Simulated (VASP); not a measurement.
Write the native input for VASP 6.6.1 that does the following.

| Quantity | Value |
| --- | --- |
| Task | relaxation of cell and atoms |
| Functional | PBE |
| Potentials or basis | VASP PAW PBE potentials, release 64 (Zr_sv, Mo_sv, Rh_pv) |
| Cutoff | 600 eV |
| k mesh | 8 × 8 × 8 |
| Occupations | gaussian, width 0.1 eV |
| Spin | no spin polarisation |
| Dipole correction | no |
| Further INCAR settings | ALGO = Fast; EDIFF = 1e-07; IBRION = 2; EDIFFG = -0.01; NSW = 100; ISIF = 3 |

The structure of Zr3MoRh lies in POSCAR:

```
Zr3MoRh
1.0
    4.9327035787      0.0000000000      0.0000000000
    0.0000000000      4.9327035787      0.0000000000
    0.0000000000      0.0000000000      4.9327035787
Zr Mo Rh
3 1 1
Direct
    0.0000000000      0.5000000000      0.5000000000
    0.5000000000      0.0000000000      0.5000000000
    0.5000000000      0.5000000000      0.0000000000
    0.0000000000      0.0000000000      0.0000000000
    0.5000000000      0.5000000000      0.5000000000
```

The input as run:

INCAR

```
SYSTEM = Zr3MoRh
PREC = Accurate ; ENCUT = 600
EDIFF = 1E-7 ; ISMEAR = 0
SIGMA = 0.1 ; LREAL = .FALSE.
LASPH = .TRUE. ; NELM = 60
ALGO = Fast ; ISIF = 3
LWAVE = .FALSE. ; LCHARG = .FALSE.
GGA = PE ; IBRION = 2
NSW = 100 ; EDIFFG = -0.01
```

KPOINTS

```
regular mesh
0
G
  8 8 8
  0 0 0
```

Potentials or basis: VASP PAW PBE potentials, release 64 (Zr_sv, Mo_sv, Rh_pv).

Run with:

```console
$ cat potpaw_PBE.64/Zr_sv/POTCAR potpaw_PBE.64/Mo_sv/POTCAR potpaw_PBE.64/Rh_pv/POTCAR > POTCAR
$ mpirun -np 1 vasp_std > vasp.out
```

Results of the run:

The relaxed volume is 23.88 Å³/atom and the relaxed cell is a = 4.924 Å, b = 4.924 Å, c = 4.924 Å, α = 90.00°, β = 90.00°, γ = 90.00°. The space group after relaxing (to 0.1 Å) is Pm-3m (No. 221) and the energy gained by relaxing is 0.2 meV/atom. The ionic steps are 3 and the pressure after relaxing is 0.0 GPa. The band gap on the k mesh is zero (an odd number of electrons rules out a gap without spin polarisation).

It took 21 min on 1 thread of Oxide Virtual Turin-like Processor, on a shared host, peak memory 0.35 GiB.
